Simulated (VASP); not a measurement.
# MgO (P1) in VASP: further runs

Runs on MgO. Level: PBE+D3(BJ). Tasks: single point, molecular dynamics.

Program: VASP 6.6.1. These are calculated values, not measurements. Logs are shortened: lines on timing, memory, paths and dates and some standing lists are left out, and cuts for length are marked.

**1. The cell of the first run**

The typed cell holds 16 atoms: a = 5.975 Å, b = 5.975 Å, c = 5.975 Å, α = 60.00°, β = 60.00°, γ = 60.00°.

**2. Single point, PBE+D3(BJ)**

Input file INCAR:

```
SYSTEM = MgO
PREC = Accurate
ENCUT = 520
EDIFF = 1E-6
ISMEAR = -1
SIGMA = 0.05
LREAL = Auto
LASPH = .True.
NELM = 80
ALGO = Normal
ISIF = 2
LWAVE = .False.
LCHARG = .False.
GGA = PE
IVDW = 12
NBANDS = 46
```

Input file KPOINTS:

```
Automatic mesh
0
Gamma
  2 2 2
  0 0 0
```

Input file POSCAR:

```
MgO
1.0
    0.0000000000      4.2251000000      4.2251000000
    4.2251000000      0.0000000000      4.2251000000
    4.2251000000      4.2251000000      0.0000000000
Mg O
8 8
Direct
    0.0164493148      0.0535608625     -0.0487089063
    0.0098932570      0.0220586495      0.4687936380
    0.0349814206      0.5293365837     -0.0666493101
    0.0313602045      0.5456912262      0.4370310762
    0.5113843459      0.0204137180     -0.0561998533
    0.5015384251      0.0385671345      0.4327589880
    0.5099405931      0.5354074460     -0.0597263970
    0.5027809993      0.5365316797      0.4590897257
    0.2558992687      0.3025017159      0.1845163428
    0.2623961563      0.2829873849      0.6940545786
    0.2979811129      0.7630115264      0.2098648553
    0.2652244917      0.8033892689      0.7038413292
    0.7581477361      0.3103713522      0.2277224208
    0.7259946510      0.3133653641      0.6961965397
    0.7847388227      0.8131405174      0.1817235095
    0.7855198694      0.7904428298      0.6822560413
```

Potentials or basis: VASP PAW PBE potentials, release 64 (Mg, O).

Launch:

```sh
> cat potpaw_PBE.64/Mg/POTCAR potpaw_PBE.64/O/POTCAR > POTCAR
> mpirun -np 1 vasp_std > vasp.out
```

OUTCAR:

```text
SYSTEM = MgO
   PREC = Accurate
   ENCUT = 520
   EDIFF = 1E-6
   ISMEAR = -1
   LREAL = Auto
   LASPH = .True.
   NELM = 80
   ISIF = 2
   GGA = PE
   IVDW = 12
 IVDW          = 12

 ion  position               nearest neighbor table
   1  0.016  0.054  0.951-  15 2.00  10 2.01  12 2.10  13 2.25  11 2.29  14 2.31   5 2.84   3 2.85
                             7 2.96   4 2.97   2 2.98   6 2.99   2 3.00   6 3.01   4 3.01   7 3.03
   2  0.010  0.022  0.469-  16 1.93  12 2.08  13 2.10  11 2.20  14 2.20   9 2.23   3 2.86   4 2.88
                             6 2.88   5 2.91   8 2.92   1 2.98   1 3.00   8 3.05   5 3.07   6 3.10
   3  0.035  0.529  0.933-   9 2.00  10 2.05  16 2.12  13 2.12  12 2.14  15 2.25   8 2.81   1 2.85
                             2 2.86   7 2.88   4 2.93   5 2.95   5 3.03   4 3.05   7 3.10   2 3.12
   4  0.031  0.546  0.437-  11 2.05  10 2.07  16 2.07   9 2.10  15 2.12  14 2.28   8 2.86   2 2.88
                             7 2.92   6 2.93   3 2.93   1 2.97   1 3.01   3 3.05   6 3.06   7 3.06
   5  0.511  0.020  0.944-  11 2.00  16 2.09  10 2.11  14 2.16  15 2.18   9 2.21   1 2.84   2 2.91
                             7 2.91   3 2.95   6 2.95   8 2.99   8 2.99   6 3.03   3 3.03   7 3.06
   6  0.502  0.039  0.433-  12 2.00  15 2.03   9 2.09  10 2.14  16 2.26  13 2.26   2 2.88   8 2.92
                             4 2.93   5 2.95   7 2.96   1 2.99   1 3.01   7 3.02   5 3.03   8 3.06
   7  0.510  0.535  0.940-  14 1.97  12 2.04   9 2.06  11 2.12  16 2.24  13 2.28   3 2.88   8 2.89
                             5 2.91   4 2.92   6 2.96   1 2.96   6 3.02   1 3.03   5 3.06   4 3.06
   8  0.503  0.537  0.459-  11 1.92  13 1.94  14 1.95  10 2.09  12 2.17  15 2.36   3 2.81   4 2.86
                             7 2.89   6 2.92   2 2.92   5 2.99   5 2.99   2 3.05   6 3.06   7 3.08
   9  0.256  0.303  0.185-   3 2.00   7 2.06   6 2.09   4 2.10   5 2.21   2 2.23
  10  0.262  0.283  0.694-   1 2.01   3 2.05   4 2.07   8 2.09   5 2.11   6 2.14
  11  0.298  0.763  0.210-   8 1.92   5 2.00   4 2.05   7 2.12   2 2.20   1 2.29
  12  0.265  0.803  0.704-   6 2.00   7 2.04   2 2.08   1 2.10   3 2.14   8 2.17
  13  0.758  0.310  0.228-   8 1.94   2 2.10   3 2.12   1 2.25   6 2.26   7 2.28
  14  0.726  0.313  0.696-   8 1.95   7 1.97   5 2.16   2 2.20   4 2.28   1 2.31
  15  0.785  0.813  0.182-   1 2.00   6 2.03   4 2.12   5 2.18   3 2.25   8 2.36
  16  0.786  0.790  0.682-   2 1.93   4 2.07   5 2.09   3 2.12   7 2.24   6 2.26

  LATTYP: Found a face centered cubic cell.
 ALAT       =     8.4502000000

  Lattice vectors:

 A1 = (   0.0000000000,   4.2251000000,   4.2251000000)
 A2 = (   4.2251000000,   0.0000000000,   4.2251000000)
 A3 = (   4.2251000000,   4.2251000000,   0.0000000000)

Analysis of symmetry for initial positions (statically):
=====================================================================
 Subroutine PRICEL returns:
 Original cell was already a primitive cell.

 Routine SETGRP: Setting up the symmetry group for a
 face centered cubic supercell.

 Subroutine GETGRP returns: Found  1 space group operations
 (whereof  1 operations were pure point group operations)
 out of a pool of 48 trial point group operations.

The static configuration has the point symmetry C_1 .

Analysis of symmetry for dynamics (positions and initial velocities):
=====================================================================
 Subroutine PRICEL returns:
 Original cell was already a primitive cell.

 Routine SETGRP: Setting up the symmetry group for a
 face centered cubic supercell.

 Subroutine GETGRP returns: Found  1 space group operations
 (whereof  1 operations were pure point group operations)
 out of a pool of 48 trial point group operations.

The dynamic configuration has the point symmetry C_1 .

 Subroutine INISYM returns: Found  1 space group operations
 (whereof  1 operations are pure point group operations),
 and found     1 'primitive' translations

----------------------------------------------------------------------------------------

                                     Primitive cell

  volume of cell :     150.8485

  direct lattice vectors                    reciprocal lattice vectors
     0.000000000  4.225100000  4.225100000    -0.118340394  0.118340394  0.118340394
     4.225100000  0.000000000  4.225100000     0.118340394 -0.118340394  0.118340394
     4.225100000  4.225100000  0.000000000     0.118340394  0.118340394 -0.118340394

  length of vectors
     5.975193722  5.975193722  5.975193722     0.204971576  0.204971576  0.204971576

  position of ions in fractional coordinates (direct lattice)
     0.016449315  0.053560862  0.951291094
     0.009893257  0.022058650  0.468793638
     0.034981421  0.529336584  0.933350690
     0.031360204  0.545691226  0.437031076
[... 43 lines left out ...]
    -0.059170197  0.059170197  0.059170197     0.500000000  0.000000000  0.000000000
     0.059170197 -0.059170197  0.059170197     0.000000000  0.500000000  0.000000000
     0.059170197  0.059170197 -0.059170197     0.000000000  0.000000000  0.500000000

  Length of vectors
     0.102485788  0.102485788  0.102485788

  Shift w.r.t. Gamma in fractional coordinates (k-lattice)
     0.000000000  0.000000000  0.000000000

 Subroutine IBZKPT returns following result:
 ===========================================

 Found      8 irreducible k-points:

 Following reciprocal coordinates:
            Coordinates               Weight
  0.000000  0.000000  0.000000      1.000000
  0.500000  0.000000  0.000000      1.000000
  0.000000  0.500000  0.000000      1.000000
  0.000000  0.000000  0.500000      1.000000
  0.500000  0.500000  0.500000      1.000000
  0.500000  0.500000  0.000000      1.000000
  0.000000  0.500000  0.500000      1.000000
  0.500000  0.000000  0.500000      1.000000
   k-points           NKPTS =      8   k-points in BZ     NKDIM =      8   number of bands    NBANDS=     46
   number of dos      NEDOS =    301   number of ions     NIONS =     16
   total plane-waves  NPLWV = 110592
   dimension x,y,z NGX =    48 NGY =   48 NGZ =   48
   dimension x,y,z NGXF=    96 NGYF=   96 NGZF=   96
   ions per type =               8   8
   NGX,Y,Z   is equivalent  to a cutoff of  13.35, 13.35, 13.35 a.u.
   NGXF,Y,Z  is equivalent  to a cutoff of  26.71, 26.71, 26.71 a.u.
 SYSTEM =  MgO
   PREC   = accura    normal or accurate (medium, high low for compatibility)
   ISTART =      0    job   : 0-new  1-cont  2-samecut
   ICHARG =      2    charge: 1-file 2-atom 10-const
   ISPIN  =      1    spin polarized calculation?
   LNONCOLLINEAR =      F non collinear calculations
   LSORBIT =      F    spin-orbit coupling
   LASPH  =      T    aspherical Exc in radial PAW
   ENCUT  =  520.0 eV  38.22 Ry    6.18 a.u.  11.11 11.11 11.11*2*pi/ulx,y,z
   NELM   =     80;   NELMIN=  2; NELMDL= -5     # of ELM steps
   EDIFF  = 0.1E-05   stopping-criterion for ELM
   LREAL  =      T    real-space projection
   EDIFFG = 0.1E-04   stopping-criterion for IOM
   NSW    =      0    number of steps for IOM
   IBRION =     -1    ionic relax: 0-MD 1-quasi-New 2-CG
   NFREE  =      0    steps in history (QN), initial steepest desc. (CG)
   ISIF   =      2    stress and relaxation
   ISYM   =      2    0-nonsym 1-usesym 2-fastsym
   POTIM  = 0.5000    time-step for ionic-motion
   TEBEG  =    0.0;   TEEND  =   0.0 temperature during run
   PSTRESS=    0.0 pullay stress
   NELECT =      64.0000    total number of electrons
   NUPDOWN=      -1.0000    fix difference up-down
   EMIN   =  10.00;   EMAX   =-10.00  energy-range for DOS
   EFERMI =   0.00;   METHOD = LEGACY
   ISMEAR =    -1;   SIGMA  =   0.05  broadening in eV -4-tet -1-fermi 0-gaus
   EFERMI_NEDOS =   21; number of points for ismear=-14 and -15
   IALGO  =     38    algorithm
   IMIX   =      4    mixing-type and parameters
     AMIX     =   0.40;   BMIX     =  1.00
     AMIX_MAG =   1.60;   BMIX_MAG =  1.00
  volume/ion in A,a.u.               =       9.43        63.62
  Fermi-wavevector in a.u.,A,eV,Ry     =   1.230140  2.324627 20.588936  1.513244
  Thomas-Fermi vector in A             =   2.365000
   LORBIT       =      0    0 simple, 1 ext, 2 COOP (PROOUT), +10 PAW based schemes
   GGA     = PE    functional components
   LHFCALC =     F    Hartree Fock is set to
   AEXX    =    0.0000 exact exchange contribution
   IVDW    =    12    specifies the selected vdW correction
   LEPSILON=     F    determine dielectric tensor
   LRPA    =     F    only Hartree local field effects (RPA)
 non-spin polarized calculation
  energy-cutoff  :      520.00
  volume of cell :      150.85
 maximum number of plane-waves:      4092
 NGX is ok and might be reduce to    48
   NGX = 23   NGY = 23   NGZ = 23

 number of electron      63.9999999 magnetization

 Free energy of the ion-electron system (eV)
  ---------------------------------------------------
  ext. energy  EPLUGINS =         0.00000000
  ---------------------------------------------------
  free energy    TOTEN  =       -93.66425858 eV

  energy without entropy =      -93.66425858  energy(sigma->0) =      -93.66425858

 E-fermi :   4.5232     XC(G=0): -11.0217

 val. band max:        3.3552475641   @ k =   0.0000   0.0000   0.0000
 cond. band min:       7.6150429459   @ k =   0.0000   0.0000   0.0000
 fundamental gap:      4.2597953818
 Fermi energy:         4.5231680513

 k-point     1 :       0.0000    0.0000    0.0000
  band No.  band energies     occupation
      1     -14.2167      2.00000
      2     -13.1986      2.00000
      3     -13.1173      2.00000
      4     -12.8816      2.00000
      5     -12.8729      2.00000
      6     -12.4498      2.00000
[... 365 lines left out ...]
     43      14.5251      0.00000
     44      14.6593      0.00000
 [bands above 44 left out]

------------------------ aborting loop because EDIFF is reached ----------------------------------------

 Edisp (eV)   -4.64583

 E8    (eV) :    -1.8194

  FORCE on cell =-STRESS in cart. coord.  units (eV):
  Direction    XX          YY          ZZ          XY          YZ          ZX
  --------------------------------------------------------------------------------------
  -------------------------------------------------------------------------------------
  Total       0.08392     1.35546     1.84089    -0.17325    -0.13823    -0.23321
  in kB       0.89134    14.39646    19.55231    -1.84016    -1.46813    -2.47692
  external pressure =       11.61 kB  Pullay stress =        0.00 kB

 VOLUME and BASIS-vectors are now :
 -----------------------------------------------------------------------------
  energy-cutoff  :      520.00
  volume of cell :      150.85
      direct lattice vectors                 reciprocal lattice vectors
     0.000000000  4.225100000  4.225100000    -0.118340394  0.118340394  0.118340394
     4.225100000  0.000000000  4.225100000     0.118340394 -0.118340394  0.118340394
     4.225100000  4.225100000  0.000000000     0.118340394  0.118340394 -0.118340394

 POSITION                                       TOTAL-FORCE (eV/Angst)
 -----------------------------------------------------------------------------------
      4.24560      4.08880      0.29580         0.026896     -0.438028     -0.817137
      2.07390      2.02250      0.13500         0.728253     -1.017636      1.330128
      6.18000      4.09130      2.38430         1.660139     -0.193791     -0.657637
      4.15210      1.97900      2.43810        -0.109003     -1.047744     -0.956076
      4.07390      6.14830      2.24690         0.297625      0.694858      1.252741
      1.99140      3.94750      2.28200         0.200764      0.728794      1.184650
[... 8 lines left out ...]
      4.20340      4.08340      6.75120         0.027027     -0.259419     -0.718793
      6.22230      6.20150      6.65860         0.190711      0.144166     -1.273350
 -----------------------------------------------------------------------------------
    total drift:                                0.004464      0.001227     -0.000026

  FREE ENERGIE OF THE ION-ELECTRON SYSTEM (eV)
  ---------------------------------------------------
  free  energy   TOTEN  =       -98.3100886960 eV

  energy  without entropy=      -98.3100886960  energy(sigma->0) =      -98.31008870
```

Wall time 2.8 min (1 thread of Intel Xeon Platinum 8259CL at 2.50GHz (Skylake/Cascade Lake), shared host); peak memory 0.32 GiB.

Results:

```
Free energy                : -98.3101 eV
Pressure                   : 1.2 GPa
Largest force              : 2.911 eV/Å
Band gap on the k mesh     : 4.26 eV, direct
Dispersion energy per atom : -0.290 eV
```

Forces in eV/Å, atoms in the order of the input:
```
Mg   0.027 -0.438 -0.817
Mg   0.728 -1.018  1.330
Mg   1.660 -0.194 -0.658
Mg  -0.109 -1.048 -0.956
Mg   0.298  0.695  1.253
Mg   0.201  0.729  1.185
Mg   0.385  0.791  0.490
Mg  -0.391  0.775  0.878
O   -0.173  1.089 -0.358
O    0.317  0.081 -0.232
O    0.679 -1.999  0.032
O   -0.510 -0.566 -0.412
O   -2.793 -0.787 -0.231
O   -0.535  2.006  0.489
O    0.027 -0.259 -0.719
O    0.191  0.144 -1.273
```

Stress tensor (GPa, compression positive):
```
 0.09 -0.18 -0.25
-0.18  1.44 -0.15
-0.25 -0.15  1.96
```

Levels at points of the mesh, in eV from the valence-band top:
```csv
k point,band 28,band 29,band 30,band 31,band 32,band 33,band 34,band 35,band 36,band 37
"(0.00, 0.00, 0.00)",-0.69,-0.58,-0.12,-0.04,0.00,4.26,7.33,7.40,7.48,7.61
"(0.50, 0.00, 0.00)",-0.86,-0.79,-0.67,-0.15,-0.10,6.46,6.74,8.78,8.83,8.98
"(0.00, 0.50, 0.00)",-0.90,-0.62,-0.46,-0.31,-0.24,6.52,6.63,8.77,8.91,9.07
"(0.00, 0.00, 0.50)",-0.88,-0.66,-0.58,-0.29,-0.18,6.53,6.63,8.71,9.00,9.07
"(0.50, 0.50, 0.50)",-0.96,-0.59,-0.38,-0.37,-0.25,6.51,6.70,8.77,8.89,9.04
"(0.50, 0.50, 0.00)",-0.90,-0.68,-0.62,-0.61,-0.32,7.29,7.64,8.43,8.70,8.91
"(0.00, 0.50, 0.50)",-0.91,-0.81,-0.54,-0.51,-0.31,7.35,7.66,8.49,8.82,8.94
"(0.50, 0.00, 0.50)",-0.91,-0.74,-0.70,-0.54,-0.31,7.41,7.58,8.51,8.77,9.02
```

Caveat: the k points lie up to 0.64 Å⁻¹ apart; forces of over 1 eV/Å act on the atoms, so gaps and moduli don't describe the material at rest.

**3. Molecular dynamics, PBE+D3(BJ)**

Input file INCAR:

```
  PREC = Accurate
  ENCUT = 520
  EDIFF = 1E-5
  ISMEAR = -1
  SIGMA = 0.05
  LREAL = Auto
  LASPH = T
  NELM = 100
  ALGO = Normal
  ISIF = 2
  LWAVE = F
  LCHARG = F
  GGA = PE
  IVDW = 12
  NBANDS = 46
  IBRION = 0
  NSW = 40
  POTIM = 1.5
  TEBEG = 1440.0
  TEEND = 1440.0
  ISYM = 0
  NELMIN = 4
  RANDOM_SEED = 693669 0 0
  MDALGO = 1
  ANDERSEN_PROB = 0.0
```

Input file KPOINTS:

```
Automatic mesh
0
Gamma
  2 2 2
```

Input file POSCAR:

```
MgO
1.0
    0.0000000000      4.2251000000      4.2251000000
    4.2251000000      0.0000000000      4.2251000000
    4.2251000000      4.2251000000      0.0000000000
Mg O
8 8
Direct
    0.0164430900      0.0535639600     -0.0487062300
    0.0098989000      0.0220646800      0.4687942700
    0.0349854400      0.5293319300     -0.0666485800
    0.0313598200      0.5456984900      0.4370299500
    0.5113842500      0.0204130900     -0.0561891500
    0.5015375200      0.0385563500      0.4327667900
    0.5099481700      0.5354113500     -0.0597353200
    0.5027822700      0.5365391700      0.4590783900
    0.2559019700      0.3025052600      0.1845128200
    0.2624030200      0.2829887700      0.6940549900
    0.2979802100      0.7630044700      0.2098672500
    0.2652147700      0.8033962700      0.7038428100
    0.7581380400      0.3103729300      0.2277314900
    0.7259966300      0.3133747900      0.6961956500
    0.7847505400      0.8131376000      0.1817146500
    0.7855273100      0.7904449900      0.6822436300
```

Potentials or basis: VASP PAW PBE potentials, release 64 (Mg, O).

Launch:

```sh
> cat potpaw_PBE.64/Mg/POTCAR potpaw_PBE.64/O/POTCAR > POTCAR
> mpirun -np 1 vasp_std > vasp.out
```

Wall time 21 min (1 thread of Intel Xeon 6975P-C (Granite Rapids), shared host); peak memory 0.42 GiB.

It converged, with:

```yaml
Dispersion_energy_per_atom: -0.290 eV
```

The path:
| step | potential energy change (eV) | largest force (eV/Å) | pressure (GPa) | volume (Å³) | temperature (K) |
| --- | --- | --- | --- | --- | --- |
| 1 | 0.0000 | 2.9124 | 1.15 | 150.85 | 1447 |
| 2 | -0.0217 | 3.0100 | 1.13 | 150.85 | 1458 |
| 3 | -0.0103 | 3.0557 | 1.19 | 150.85 | 1452 |
| 4 | 0.0337 | 3.0323 | 1.37 | 150.85 | 1429 |
| 5 | 0.1062 | 2.9479 | 1.60 | 150.85 | 1392 |
| 6 | 0.2005 | 3.1771 | 1.89 | 150.85 | 1344 |
| 7 | 0.3080 | 3.3771 | 2.20 | 150.85 | 1289 |
| 8 | 0.4197 | 3.4929 | 2.52 | 150.85 | 1231 |
| 9 | 0.5283 | 3.4972 | 2.83 | 150.85 | 1176 |
| 10 | 0.6290 | 3.3801 | 3.11 | 150.85 | 1124 |
| 11 | 0.7208 | 3.1628 | 3.34 | 150.85 | 1076 |
| 12 | 0.8043 | 2.8729 | 3.57 | 150.85 | 1033 |
| 13 | 0.8800 | 2.7650 | 3.73 | 150.85 | 994 |
| 14 | 0.9467 | 2.9935 | 3.93 | 150.85 | 960 |
| 15 | 0.9997 | 3.1532 | 4.05 | 150.85 | 932 |
| 16 | 1.0320 | 3.2659 | 4.15 | 150.85 | 916 |
| 17 | 1.0362 | 3.3899 | 4.15 | 150.85 | 914 |
| 18 | 1.0080 | 3.4946 | 4.07 | 150.85 | 928 |
| 19 | 0.9481 | 3.5625 | 3.92 | 150.85 | 959 |
| 20 | 0.8645 | 3.4820 | 3.73 | 150.85 | 1002 |
| 21 | 0.7701 | 3.2767 | 3.49 | 150.85 | 1050 |
| 22 | 0.6803 | 2.9796 | 3.31 | 150.85 | 1096 |
| 23 | 0.6099 | 2.6318 | 3.19 | 150.85 | 1132 |
| 24 | 0.5699 | 2.5610 | 3.15 | 150.85 | 1152 |
| 25 | 0.5661 | 2.6553 | 3.21 | 150.85 | 1154 |
| 26 | 0.5990 | 2.7430 | 3.38 | 150.85 | 1137 |
| 27 | 0.6640 | 2.8233 | 3.62 | 150.85 | 1104 |
| 28 | 0.7529 | 2.8848 | 3.93 | 150.85 | 1058 |
| 29 | 0.8547 | 2.9097 | 4.22 | 150.85 | 1006 |
| 30 | 0.9567 | 2.8953 | 4.56 | 150.85 | 954 |
| 31 | 1.0459 | 2.8305 | 4.78 | 150.85 | 908 |
| 32 | 1.1109 | 2.9624 | 4.96 | 150.85 | 875 |
| 33 | 1.1426 | 3.1936 | 5.02 | 150.85 | 859 |
| 34 | 1.1359 | 3.3128 | 4.95 | 150.85 | 862 |
| 35 | 1.0900 | 3.3173 | 4.77 | 150.85 | 886 |
| 36 | 1.0086 | 3.1938 | 4.48 | 150.85 | 928 |
| 37 | 0.8993 | 2.9604 | 4.10 | 150.85 | 984 |
| 38 | 0.7719 | 2.7393 | 3.67 | 150.85 | 1049 |
| 39 | 0.6358 | 2.5658 | 3.28 | 150.85 | 1119 |
| 40 | 0.4994 | 2.5279 | 2.76 | 150.85 | 1189 |

Caveat: the k points lie up to 0.64 Å⁻¹ apart.
